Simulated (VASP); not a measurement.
Hf, 12 atoms in the cell. The cell holds a slab with vacuum, 12 atoms: a = 6.349 Å, b = 6.349 Å, c = 23.307 Å, α = 90.00°, β = 90.00°, γ = 120.00°. 

* Program: VASP 6.6.1
* Task: single point
* Functional: PBE
* Dispersion: D3(BJ)
* Potentials or basis: VASP PAW PBE potentials, release 64 (Hf_pv)
* Cutoff: 400 eV
* k mesh: 6 × 6 × 1
* Occupations: methfessel-paxton, width 0.1 eV
* Spin: no spin polarisation
* Dipole correction: yes
* Further INCAR settings: ALGO = Normal; EDIFF = 1e-06; NBANDS = 72; NELMDL = -8

Potentials or basis: VASP PAW PBE potentials, release 64 (Hf_pv).

Launch:

```sh
$ cat potpaw_PBE.64/Hf_pv/POTCAR > POTCAR
$ mpirun -np 1 vasp_std > vasp.out
```

Hardware: 1 thread of Oxide Virtual Turin-like Processor (shared host).

Question: How long does it take, and how much memory?

Answer: It took 30 min on 1 thread of Oxide Virtual Turin-like Processor, on a shared host, peak memory 0.63 GiB. Counts: scf iterations 40, k points 8.
